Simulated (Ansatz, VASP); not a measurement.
# Fe in VASP and in Ansatz

```
Fe
1.0
    -1.39396    1.39396    1.39396
     1.39396   -1.39396    1.39396
     1.39396    1.39396   -1.39396
Fe
1
Direct
  0.00000 0.00000 0.00000
```

Alike in both runs: functional PBEsol; k mesh 19 × 19 × 19; occupations fermi-dirac, width 0.1 eV; collinear spin.

Ansatz relaxed the structure, and its values are those at the end. VASP's run is a single point on that final structure, the one shown.

|  | VASP | Ansatz |
| --- | --- | --- |
| version | VASP 6.6.1 | Ansatz 0.2.0 |
| potentials or method | VASP PAW PBE potentials, release 64 (Fe) | PAW with Ansatz's default frozen-core files, scalar-relativistic |
| plane-wave cutoff (eV) | 520 | 420 |
| valence electrons in the cell | 8 | 16 |

Ansatz gave:

- pressure (GPa): 0.0
- net moment per atom (μB): 2.09
- size of the moment on the site where the two differ most (μB): 2.12

Question: Estimate VASP's values.

Answer: Pressure (GPa): -0.2; net moment per atom (μB): 2.11; size of the moment on the site where the two differ most (μB): 2.09.

VASP's potentials were made for PBE, not for PBEsol. Site moments also hang on the region over which each program counts them. VASP's potentials hold 8 valence electrons a cell and Ansatz's 16, so a difference there can come from the potentials and not from the codes.
